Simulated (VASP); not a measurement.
# Si4Sn15C (P1) in VASP: a series of runs

The runs below take Si4Sn15C through single point, with PBE.

Program: VASP 6.6.1. These are calculated values, not measurements. Logs are shortened: lines on timing, memory, paths and dates and some standing lists are left out, and cuts for length are marked.

**1. The cell of the first run**

The typed cell holds 20 atoms: a = 7.619 Å, b = 7.564 Å, c = 11.686 Å, α = 84.69°, β = 71.20°, γ = 72.43°.

**2. Single point, PBE**

File INCAR:

```
SYSTEM = Si4Sn15C
PREC = Accurate ; ENCUT = 520
EDIFF = 1E-6 ; ISMEAR = 0
SIGMA = 0.1 ; LREAL = Auto
LASPH = .TRUE. ; NELM = 60
ALGO = Normal ; ISIF = 2
LWAVE = .FALSE. ; LCHARG = .FALSE.
GGA = PE ; NBANDS = 131
ISYM = 0
```

File KPOINTS:

```
Automatic mesh
0
Gamma
  2 2 2
  0.5 0.5 0.5
```

File POSCAR:

```
Si4Sn15C
1.0
    3.1778427627      3.1990518832      6.1419110875
   -3.1719248354     -3.1380173956      6.1084348800
    9.4191535076     -6.2148332855      3.0365076935
C Si Sn
1 4 15
Direct
    0.7813258902      0.0254020251      0.3909235949
   -0.0071145721     -0.0021409023      0.0039117243
    0.3466147736      0.4848453789      0.4047610853
    0.9719837542      0.8892176244      0.8232238401
    0.6816928497      0.2954535281      0.3954559504
    0.1831444418     -0.0062118509      0.6131681725
    0.0943146803      0.5266983072      0.8014473969
    0.6310688406     -0.0023926937      0.7803228636
    0.3792290443      0.9994204284      0.2140200070
    0.7206393816      0.4915620287      0.5584392030
    0.4968209703      0.5008557249      0.0065676678
    0.8739660488      0.4935531710      0.2310420326
    0.6053782017      0.8926409293      0.5515603740
    0.4895824651      0.3909180009      0.7850473417
    0.3637466388      0.8903496023      0.9907672596
    0.7708640538      0.8997675772      0.2223336816
    0.1106730430      0.8659035435      0.4090998285
    0.0941802775      0.3830146295      0.5857726447
    0.8844968883      0.3632680294      1.0068031154
    0.2647089066      0.3861224096      0.2254787347
```

Potentials or basis: VASP PAW PBE potentials, release 64 (C, Si, Sn_d).

On the command line:

```bash
> cat potpaw_PBE.64/C/POTCAR potpaw_PBE.64/Si/POTCAR potpaw_PBE.64/Sn_d/POTCAR > POTCAR
> mpirun -np 1 vasp_std > vasp.out
```

OUTCAR:

```text
SYSTEM = Si4Sn15C
   PREC = Accurate
   ENCUT = 520
   EDIFF = 1E-6
   ISMEAR = 0
   LREAL = Auto
   LASPH = .TRUE.
   NELM = 60
   ISIF = 2
   GGA = PE
   ISYM = 0

 ion  position               nearest neighbor table
   1  0.781  0.025  0.391-   5 1.95  13 2.27  16 2.30  17 2.50
   2  0.993  0.998  0.004-   4 2.40  19 2.64  15 2.65  16 2.75
   3  0.347  0.485  0.405-   5 2.49  18 2.60  20 2.60  17 2.90
   4  0.972  0.889  0.823-   2 2.40   7 2.62   6 2.67   8 2.67
   5  0.682  0.295  0.395-   1 1.95   3 2.49  12 2.66  10 2.66
   6  0.183  0.994  0.613-   4 2.67  18 2.83  17 2.92  13 2.93
   7  0.094  0.527  0.801-   4 2.62  14 2.82  19 2.83  18 2.84
   8  0.631  0.998  0.780-   4 2.67  14 2.84  15 2.87  13 2.94
   9  0.379  0.999  0.214-  20 2.79  15 2.86  17 2.87  16 2.88
  10  0.721  0.492  0.558-   5 2.66  18 2.83  14 2.85  13 2.89  12 3.62
  11  0.497  0.501  0.007-  14 2.81  19 2.82  15 2.82  20 2.83
  12  0.874  0.494  0.231-   5 2.66  20 2.82  19 2.85  16 2.93  10 3.62
  13  0.605  0.893  0.552-   1 2.27  10 2.89   6 2.93   8 2.94  17 3.62  16 3.64
  14  0.490  0.391  0.785-  11 2.81   7 2.82   8 2.84  10 2.85
  15  0.364  0.890  0.991-   2 2.65  11 2.82   9 2.86   8 2.87
  16  0.771  0.900  0.222-   1 2.30   2 2.75   9 2.88  12 2.93  13 3.64
  17  0.111  0.866  0.409-   1 2.50   9 2.87   3 2.90   6 2.92  13 3.62
  18  0.094  0.383  0.586-   3 2.60   6 2.83  10 2.83   7 2.84
  19  0.884  0.363  0.007-   2 2.64  11 2.82   7 2.83  12 2.85
  20  0.265  0.386  0.225-   3 2.60   9 2.79  12 2.82  11 2.83

IMPORTANT INFORMATION: All symmetrisations will be switched off!
NOSYMM: (Re-)initialisation of all symmetry stuff for point group C_1.

----------------------------------------------------------------------------------------

                                     Primitive cell

  volume of cell :     607.8479

  direct lattice vectors                    reciprocal lattice vectors
     3.177842763  3.199051883  6.141911087     0.046778627  0.110501096  0.081057204
    -3.171924835 -3.138017396  6.108434880    -0.078777764 -0.079299540  0.082063495
     9.419153508 -6.214833286  3.036507693     0.063855816 -0.063985292  0.000287944

  length of vectors
     7.619428416  7.564472025 11.686102196     0.144806776  0.138667842  0.090397819

  position of ions in fractional coordinates (direct lattice)
     0.781325890  0.025402025  0.390923595
     0.992885428  0.997859098  0.003911724
     0.346614774  0.484845379  0.404761085
     0.971983754  0.889217624  0.823223840
     0.681692850  0.295453528  0.395455950
     0.183144442  0.993788149  0.613168172
[... 12 lines left out ...]
     0.884496888  0.363268029  0.006803115
     0.264708907  0.386122410  0.225478735

  ion indices of the primitive-cell ions
   primitive index   ion index
                 1           1
                 2           2
                 3           3
                 4           4
                 5           5
                 6           6
[... 12 lines left out ...]
                19          19
                20          20

----------------------------------------------------------------------------------------

 KPOINTS: Automatic mesh

Automatic generation of k-mesh.
 Grid dimensions read from file:
 generate k-points for:    2    2    2

 Generating k-lattice:

  Cartesian coordinates                     Fractional coordinates (reciprocal lattice)
     0.023389313  0.055250548  0.040528602     0.500000000  0.000000000 -0.000000000
    -0.039388882 -0.039649770  0.041031748     0.000000000  0.500000000 -0.000000000
     0.031927908 -0.031992646  0.000143972     0.000000000 -0.000000000  0.500000000

  Length of vectors
     0.072403388  0.069333921  0.045198910

  Shift w.r.t. Gamma in fractional coordinates (k-lattice)
     0.500000000  0.500000000  0.500000000

 Subroutine IBZKPT returns following result:
 ===========================================

 Found      4 irreducible k-points:

 Following reciprocal coordinates:
            Coordinates               Weight
  0.250000  0.250000  0.250000      2.000000
 -0.250000  0.250000  0.250000      2.000000
  0.250000 -0.250000  0.250000      2.000000
 -0.250000 -0.250000  0.250000      2.000000
   k-points           NKPTS =      4   k-points in BZ     NKDIM =      4   number of bands    NBANDS=    131
   number of dos      NEDOS =    301   number of ions     NIONS =     20
   total plane-waves  NPLWV = 302400
   dimension x,y,z NGX =    60 NGY =   56 NGZ =   90
   dimension x,y,z NGXF=   120 NGYF=  112 NGZF=  180
   ions per type =               1   4  15
   NGX,Y,Z   is equivalent  to a cutoff of  13.09, 12.31, 12.80 a.u.
   NGXF,Y,Z  is equivalent  to a cutoff of  26.18, 24.61, 25.61 a.u.
 SYSTEM =  Si4Sn15C
   PREC   = accura    normal or accurate (medium, high low for compatibility)
   ISTART =      0    job   : 0-new  1-cont  2-samecut
   ICHARG =      2    charge: 1-file 2-atom 10-const
   ISPIN  =      1    spin polarized calculation?
   LNONCOLLINEAR =      F non collinear calculations
   LSORBIT =      F    spin-orbit coupling
   LASPH  =      T    aspherical Exc in radial PAW
   ENCUT  =  520.0 eV  38.22 Ry    6.18 a.u.  14.17 14.06 21.73*2*pi/ulx,y,z
   NELM   =     60;   NELMIN=  2; NELMDL= -5     # of ELM steps
   EDIFF  = 0.1E-05   stopping-criterion for ELM
   LREAL  =      T    real-space projection
   EDIFFG = 0.1E-04   stopping-criterion for IOM
   NSW    =      0    number of steps for IOM
   IBRION =     -1    ionic relax: 0-MD 1-quasi-New 2-CG
   NFREE  =      0    steps in history (QN), initial steepest desc. (CG)
   ISIF   =      2    stress and relaxation
   ISYM   =      0    0-nonsym 1-usesym 2-fastsym
   POTIM  = 0.5000    time-step for ionic-motion
   TEBEG  =    0.0;   TEEND  =   0.0 temperature during run
   PSTRESS=    0.0 pullay stress
   NELECT =     230.0000    total number of electrons
   NUPDOWN=      -1.0000    fix difference up-down
   EMIN   =  10.00;   EMAX   =-10.00  energy-range for DOS
   EFERMI =   0.00;   METHOD = LEGACY
   ISMEAR =     0;   SIGMA  =   0.10  broadening in eV -4-tet -1-fermi 0-gaus
   EFERMI_NEDOS =   21; number of points for ismear=-14 and -15
   IALGO  =     38    algorithm
   IMIX   =      4    mixing-type and parameters
     AMIX     =   0.40;   BMIX     =  1.00
     AMIX_MAG =   1.60;   BMIX_MAG =  1.00
  volume/ion in A,a.u.               =      30.39       205.10
  Fermi-wavevector in a.u.,A,eV,Ry     =   1.184093  2.237611 19.076404  1.402076
  Thomas-Fermi vector in A             =   2.320314
   LORBIT       =      0    0 simple, 1 ext, 2 COOP (PROOUT), +10 PAW based schemes
   GGA     = PE    functional components
   LHFCALC =     F    Hartree Fock is set to
   AEXX    =    0.0000 exact exchange contribution
   IVDW    =     0    specifies the selected vdW correction
   LEPSILON=     F    determine dielectric tensor
   LRPA    =     F    only Hartree local field effects (RPA)
 non-spin polarized calculation
 Gauss-broadening in eV      SIGMA  =   0.10
  energy-cutoff  :      520.00
  volume of cell :      607.85
 maximum number of plane-waves:     16376
 NGX is ok and might be reduce to    60
   NGX = 29   NGY = 29   NGZ = 43

 number of electron     230.0000015 magnetization

 Free energy of the ion-electron system (eV)
  ---------------------------------------------------
  ext. energy  EPLUGINS =         0.00000000
  ---------------------------------------------------
  free energy    TOTEN  =       -83.98990505 eV

  energy without entropy =      -83.95545222  energy(sigma->0) =      -83.97267863

 E-fermi :   5.2506     XC(G=0):  -9.0052

 val. band max:        5.1732961416   @ k =   0.2500  -0.2500   0.2500
 cond. band min:       5.2878849495   @ k =   0.2500   0.2500   0.2500
 fundamental gap:      0.1145888079
 Fermi energy:         5.2505581099

 k-point     1 :       0.2500    0.2500    0.2500
  band No.  band energies     occupation
      1     -16.2009      2.00000
      2     -16.1951      2.00000
      3     -16.1757      2.00000
      4     -16.1638      2.00000
      5     -16.1414      2.00000
      6     -16.1197      2.00000
[... 119 lines left out ...]
    126       7.5063      0.00000
    127       7.6996      0.00000

 k-point     2 :      -0.2500    0.2500    0.2500
  band No.  band energies     occupation
      1     -16.2012      2.00000
      2     -16.1957      2.00000
      3     -16.1762      2.00000
      4     -16.1651      2.00000
      5     -16.1415      2.00000
      6     -16.1199      2.00000
[... 119 lines left out ...]
    126       7.8233      0.00000
    127       7.9217      0.00000

 k-point     3 :       0.2500   -0.2500    0.2500
  band No.  band energies     occupation
      1     -16.2012      2.00000
      2     -16.1957      2.00000
      3     -16.1761      2.00000
      4     -16.1651      2.00000
      5     -16.1416      2.00000
      6     -16.1198      2.00000
[... 119 lines left out ...]
    126       7.7972      0.00000
    127       7.9416      0.00000

 k-point     4 :      -0.2500   -0.2500    0.2500
  band No.  band energies     occupation
      1     -16.2009      2.00000
      2     -16.1952      2.00000
      3     -16.1757      2.00000
      4     -16.1638      2.00000
      5     -16.1412      2.00000
      6     -16.1197      2.00000
[... 119 lines left out ...]
    126       7.3870      0.00000
    127       7.6746      0.00000
 [bands above 127 left out]

------------------------ aborting loop because EDIFF is reached ----------------------------------------

  FORCE on cell =-STRESS in cart. coord.  units (eV):
  Direction    XX          YY          ZZ          XY          YZ          ZX
  --------------------------------------------------------------------------------------
  -------------------------------------------------------------------------------------
  Total       -0.1640011     -0.2815250     -0.1710991      0.1404514      0.0554412     -0.0479922
  in kB       -0.4322772     -0.7420492     -0.4509863      0.3702044      0.1461330     -0.1264988
  external PRESSURE =      -0.5417709 kB  Pullay stress =       0.0000000 kB

 VOLUME and BASIS-vectors are now :
 -----------------------------------------------------------------------------
  energy-cutoff  :      520.00
  volume of cell :      607.85
      direct lattice vectors                 reciprocal lattice vectors
     3.177842763  3.199051883  6.141911087     0.046778627  0.110501096  0.081057204
    -3.171924835 -3.138017396  6.108434880    -0.078777764 -0.079299540  0.082063495
     9.419153508 -6.214833286  3.036507693     0.063855816 -0.063985292  0.000287944

 POSITION                                       TOTAL-FORCE (eV/Angst)
 -----------------------------------------------------------------------------------
      6.08453     -0.00973      6.14104        -0.011203     -0.012123      0.001145
      0.02694      0.02068     12.20545        -0.004962     -0.004221     -0.016699
      3.37610     -2.92814      6.31958         0.003358     -0.010660      0.001246
      8.02235     -4.79715     13.90129        -0.018037     -0.000035      0.007262
      4.95402     -1.20406      7.19246         0.001582      0.008740     -0.011390
      3.20531     -6.34337      9.05724         0.026865      0.006877      0.022624
[... 12 lines left out ...]
      1.72261      1.64733      7.67216        -0.002922      0.013804      0.001374
      1.74027     -1.76615      4.66909         0.004853      0.001679      0.013930
 -----------------------------------------------------------------------------------
    total drift:                                0.003718     -0.015836      0.017931

  FREE ENERGIE OF THE ION-ELECTRON SYSTEM (eV)
  ---------------------------------------------------
  free  energy   TOTEN  =       -83.9899050527 eV

  energy  without entropy=      -83.9554522171  energy(sigma->0) =      -83.97267863
```

It took 5.3 min on 1 thread of Intel Xeon 6975P-C (Granite Rapids), shared host; peak memory 0.72 GiB.

Results:

* Free energy: -83.9899 eV
* Pressure: -0.1 GPa
* Largest force: 0.036 eV/Å
* Band gap on the k mesh: 0.11 eV (least direct gap 0.15 eV)

Forces in eV/Å, atoms in the order of the input:
```
C   -0.011 -0.012  0.001
Si  -0.005 -0.004 -0.017
Si   0.003 -0.011  0.001
Si  -0.018  0.000  0.007
Si   0.002  0.009 -0.011
Sn   0.027  0.007  0.023
Sn  -0.014 -0.007 -0.001
Sn   0.006 -0.007  0.017
Sn   0.013  0.014  0.018
Sn  -0.015 -0.004 -0.010
Sn   0.002  0.007 -0.014
Sn  -0.006 -0.021 -0.009
Sn  -0.002 -0.016 -0.025
Sn   0.005  0.008  0.002
Sn  -0.007 -0.001  0.010
Sn  -0.012 -0.006 -0.006
Sn   0.011  0.011 -0.020
Sn   0.019  0.017  0.018
Sn  -0.003  0.014  0.001
Sn   0.005  0.002  0.014
```

Caveat: spin-orbit coupling is left out, which moves the levels of the heavy elements; a shifted mesh leaves out Γ, where band edges can lie. A k mesh can miss the band edges.

[end of part 1 of 2]
